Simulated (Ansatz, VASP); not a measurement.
Two plane-wave programs on GeN

```xyz
2
Lattice="0.0000 2.2444 2.2444 2.2444 0.0000 2.2444 2.2444 2.2444 0.0000" Properties=species:S:1:pos:R:3 pbc="T T T"
Ge    0.0000    0.0000    0.0000
N     2.2444    2.2444    2.2444
```

Alike in both runs: functional PBE; k mesh 16 × 16 × 16; occupations gaussian, width 0.1 eV; no spin polarisation.

Ansatz relaxed the structure, and its values are those at the end. VASP's run is a single point on that final structure, the one shown.

```csv
,VASP,Ansatz
version,VASP 6.6.1,Ansatz 0.2.0
potentials or method,"VASP PAW PBE potentials, release 64 (Ge_d, N), cutoff 520 eV","scalar-relativistic, plane waves, PAW"
valence electrons in the cell,19,19
```

```csv
,VASP,Ansatz,Ansatz less VASP
gap on the k mesh at the Fermi level (eV),none,none,-
pressure (GPa),0.1,0.0,-0.16
```

A gap of «none» marks a metal or a gap that the smearing closes.
